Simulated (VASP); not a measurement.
A run of VASP 6.6.1 is set up as follows.

File INCAR:

```
SYSTEM = AlP
PREC = Accurate ; ENCUT = 500
EDIFF = 1E-6 ; ISMEAR = 0
SIGMA = 0.1 ; LREAL = .FALSE.
LASPH = .TRUE. ; NELM = 120
ALGO = Normal ; ISIF = 2
LWAVE = .FALSE. ; LCHARG = .FALSE.
GGA = CA ; NBANDS = 11
GGA_COMPAT = .FALSE.
```

File KPOINTS:

```
regular mesh
0
G
  6 6 6
  0 0 0
```

Contents of POSCAR:

```
AlP
1.0
    0.0000000000      2.7320000000      2.7320000000
    2.7320000000      0.0000000000      2.7320000000
    2.7320000000      2.7320000000      0.0000000000
Al P
1 1
Direct
    0.0000000000      0.0000000000      0.0000000000
    0.2500000000      0.2500000000      0.2500000000
```

Potentials or basis: VASP PAW LDA potentials, release 64 (Al, P).

The run is started by

```console
$ cat potpaw_LDA.64/Al/POTCAR potpaw_LDA.64/P/POTCAR > POTCAR
$ mpirun -np 1 vasp_std > vasp.out
```

**Question.** What does it give for the band gap on the k mesh?

**Answer.** 1.44 eV (least direct gap 3.10 eV).

**Question.** Estimate the pressure.

**Answer.** -1.4 GPa.

A k mesh can miss the band edges.
